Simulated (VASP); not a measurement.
A run of VASP 6.6.1 is set up as follows.

The input POSCAR:

```
NaScTe2
1.0
    4.3099310190      0.0000000000      0.0000000000
    0.0000000000      4.3099310190      0.0000000000
    0.0000000000      0.0000000000      5.8991668818
Na Te Sc
1 2 1
Direct
    0.0000000000      0.0000000000      0.0000000000
    0.0000000000      0.0000000000      0.5000000000
    0.5000000000      0.5000000000      0.0000000000
    0.5000000000      0.5000000000      0.5000000000
```

Contents of INCAR.step1:

```
PREC = Accurate ; ENCUT = 520
ISMEAR = -1 ; SIGMA = 0.02
LREAL = False ; LASPH = True
NELM = 80 ; NBANDS = 23
GGA = PE ; ALGO = Normal
EDIFF = 1E-4 ; LWAVE = True
LCHARG = False
```

INCAR.step2

```
PREC = Accurate ; ENCUT = 520
EDIFF = 1E-6 ; ISMEAR = -1
SIGMA = 0.02 ; LREAL = False
LASPH = True ; NELM = 80
ALGO = Normal ; ISIF = 2
LWAVE = False ; LCHARG = False
METAGGA = R2SCAN ; LMIXTAU = True
NBANDS = 23 ; ISTART = 1
```

File KPOINTS:

```
regular mesh
0
Gamma
  6 6 4
```

Potentials or basis: VASP PAW PBE potentials, release 64 (Na_pv, Te, Sc_sv).

Run with:

```bash
$ cat potpaw_PBE.64/Na_pv/POTCAR potpaw_PBE.64/Te/POTCAR potpaw_PBE.64/Sc_sv/POTCAR > POTCAR
$ cp INCAR.step1 INCAR
$ mpirun -np 1 vasp_std > vasp.out
$ cp INCAR.step2 INCAR
$ mpirun -np 1 vasp_std > vasp.out
```

Task: Estimate the pressure.

Result: 0.0 GPa.

Task: Predict the band gap on the k mesh.

Result: Zero (bands 15 and 16 overlap by 0.10 eV).

Caveat: the PAW data sets were made with another functional, which shifts forces and pressure a little; spin-orbit coupling is left out, which moves the levels of the heavy elements.
